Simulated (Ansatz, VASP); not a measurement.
**One calculation of Ta3As4, two programs**

Contents of INCAR:

```
ALGO = Normal
EDIFF = 1E-6
EDIFFG = -0.01
ENCUT = 600
GGA = PE
IBRION = 2
ISIF = 3
ISMEAR = 0
LASPH = T
LCHARG = F
LREAL = F
LWAVE = F
NELM = 80
NSW = 100
PREC = Accurate
SIGMA = 0.1
```

File KPOINTS:

```
k-points
0
Gamma
  8 8 8
```

POSCAR

```
Ta3As4
1.0
   -3.1877641027      3.1877641027      3.1877641027
    3.1877641027     -3.1877641027      3.1877641027
    3.1877641027      3.1877641027     -3.1877641027
Ta As
3 4
Direct
    0.0000000000      0.5000000000      0.5000000000
    0.5000000000      0.0000000000      0.5000000000
    0.5000000000      0.5000000000      0.0000000000
    0.5000000000      0.5000000000      0.5000000000
    0.0000000000      0.0000000000      0.5000000000
    0.0000000000      0.5000000000      0.0000000000
    0.5000000000      0.0000000000      0.0000000000
```

Input for Ansatz:

```yaml
crystal:
  lattice:
    - [-3.1877641027, 3.1877641027, 3.1877641027]
    - [3.1877641027, -3.1877641027, 3.1877641027]
    - [3.1877641027, 3.1877641027, -3.1877641027]
  atoms:
    - { symbol: Ta, position: [0.0, 0.5, 0.5] }
    - { symbol: Ta, position: [0.5, 0.0, 0.5] }
    - { symbol: Ta, position: [0.5, 0.5, 0.0] }
    - { symbol: As, position: [0.5, 0.5, 0.5] }
    - { symbol: As, position: [0.0, 0.0, 0.5] }
    - { symbol: As, position: [0.0, 0.5, 0.0] }
    - { symbol: As, position: [0.5, 0.0, 0.0] }
basis:
  ecutwfc: 420
kpoints:
  mp_grid: { grid: [8, 8, 8] }
hamiltonian:
  xc: pbe
scf:
  occupations: { method: gaussian, width: 0.1 }
output:
  forces: true
  stress: true
  eigenvalues: true
  write_density: true
  write_potential: true
  elf: true
  volumetric_format: npy
relax:
  adjacent_minimum: "off"
  f_tol: 0.01
  max_steps: 80
  cell: { stress_tol: 0.05 }
```

Alike in both runs: task relaxation of cell and atoms; functional PBE; k mesh 8 × 8 × 8; occupations gaussian, width 0.1 eV; no spin polarisation.

|  | VASP | Ansatz |
| --- | --- | --- |
| version | VASP 6.6.1 | Ansatz 0.2.0 |
| potentials or method | VASP PAW PBE potentials, release 64 (Ta_pv, As), cutoff 600 eV | scalar-relativistic, plane waves, PAW |
| valence electrons in the cell | 53 | 99 |

Ansatz gave:

```
gap on the k mesh at the Fermi level, each at its own relaxed structure (eV) : none
relaxed volume (Å³/atom)                                                     : 18.45
relaxed length of the cell vector where the two differ most in proportion (Å)              : 5.516
```

Q: What did VASP give for the same quantities?

A: gap on the k mesh at the Fermi level, each at its own relaxed structure (eV): none; relaxed volume (Å³/atom): 18.49; relaxed length of the cell vector where the two differ most in proportion (Å): 5.520.

A gap of «none» marks a metal or a gap that the smearing closes. VASP's potentials hold 53 valence electrons a cell and Ansatz's 99, so a difference there can come from the potentials and not from the codes.

Spin-orbit coupling is off throughout.
